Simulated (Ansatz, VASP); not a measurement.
## One calculation of ZrC, two programs

```
Zr C
1.0
     0.00000    2.33647    2.33647
     2.33647    0.00000    2.33647
     2.33647    2.33647    0.00000
Zr C
1 1
Direct
  0.50000 0.50000 0.50000
  0.00000 0.00000 0.00000
```

Alike in both runs: functional PBE; dispersion D3(BJ); k mesh 16 × 16 × 16; occupations gaussian, width 0.1 eV; no spin polarisation.

Ansatz relaxed the structure, and its values are those at the end. VASP's run is a single point on that final structure, the one shown.

|  | VASP | Ansatz |
| --- | --- | --- |
| version | VASP 6.6.1 | Ansatz 0.2.0 |
| potentials or method | VASP PAW PBE potentials, release 64 (Zr_sv, C), cutoff 520 eV | scalar-relativistic, plane waves, PAW |
| valence electrons in the cell | 16 | 16 |

```csv
,VASP,Ansatz,Ansatz less VASP
gap on the k mesh at the Fermi level (eV),none,none,-
pressure (GPa),0.2,0.0,-0.27
```

A gap of «none» marks a metal or a gap that the smearing closes.
